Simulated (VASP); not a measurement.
Write the native input for VASP 6.6.1 that does the following.

```
Task                   : single point
Functional             : r2SCAN
Potentials or basis    : VASP PAW PBE potentials, release 64 (H, Fe, C)
Cutoff                 : 520 eV
k mesh                 : 5 × 5 × 5
Occupations            : tetrahedron
Spin                   : no spin polarisation
Dipole correction      : no
Further INCAR settings : ALGO = Normal; EDIFF = 1e-07; NBANDS = 21
```

Crystal: FeH6C2.

```xyz
9
Lattice="0.0000 2.9527 2.9527 2.9527 0.0000 2.9527 2.9527 2.9527 0.0000" Properties=species:S:1:pos:R:3 pbc="T T T"
H     1.4291    2.9527    2.9527
H     2.9527    1.4291    2.9527
H     4.4762    2.9527    2.9527
H     2.9527    4.4762    2.9527
H     2.9527    2.9527    1.4291
H     2.9527    2.9527    4.4762
Fe    0.0000    0.0000    0.0000
C     1.4763    1.4763    1.4763
C     4.4290    4.4290    4.4290
```

These files were run (other wordings do the same):

POSCAR

```
FeH6C2
1.0
    0.0000000000      2.9526670000      2.9526670000
    2.9526670000      0.0000000000      2.9526670000
    2.9526670000      2.9526670000      0.0000000000
H Fe C
6 1 2
Direct
    0.7580000000      0.2420000000      0.2420000000
    0.2420000000      0.7580000000      0.2420000000
    0.2420000000      0.7580000000      0.7580000000
    0.7580000000      0.2420000000      0.7580000000
    0.2420000000      0.2420000000      0.7580000000
    0.7580000000      0.7580000000      0.2420000000
    0.0000000000      0.0000000000      0.0000000000
    0.2500000000      0.2500000000      0.2500000000
    0.7500000000      0.7500000000      0.7500000000
```

INCAR.step1

```
SYSTEM = FeH6C2
PREC = Accurate ; ENCUT = 520
ISMEAR = -5 ; SIGMA = 0.1
LREAL = .False. ; LASPH = .True.
NELM = 100 ; NBANDS = 21
GGA = PE ; ALGO = Normal
EDIFF = 1E-4 ; LWAVE = .True.
LCHARG = .False.
```

INCAR.step2

```
SYSTEM = FeH6C2
PREC = Accurate ; ENCUT = 520
EDIFF = 1E-7 ; ISMEAR = -5
SIGMA = 0.1 ; LREAL = .False.
LASPH = .True. ; NELM = 100
ALGO = Normal ; ISIF = 2
LWAVE = .False. ; LCHARG = .False.
METAGGA = R2SCAN ; LMIXTAU = .True.
NBANDS = 21 ; ISTART = 1
```

KPOINTS

```
Automatic mesh
0
Gamma
  5 5 5
  0 0 0
```

Potentials or basis: VASP PAW PBE potentials, release 64 (H, Fe, C).

Command:

```sh
$ cat potpaw_PBE.64/H/POTCAR potpaw_PBE.64/Fe/POTCAR potpaw_PBE.64/C/POTCAR > POTCAR
$ cp INCAR.step1 INCAR
$ mpirun -np 1 vasp_std > vasp.out
$ cp INCAR.step2 INCAR
$ mpirun -np 1 vasp_std > vasp.out
```

It gave:

The pressure is 5.4 GPa, the largest force is 2.421 eV/Å and the band gap on the k mesh is 0.02 eV (least direct gap 1.24 eV).

Caveat: the cell stands under pressure; the PAW data sets were made with another functional, which shifts forces and pressure a little; an odd mesh through Γ misses points on the zone boundary, where band edges can lie.

It took 120 s on 1 thread of Intel Xeon 8259CL (shared host), peak memory 0.19 GiB.
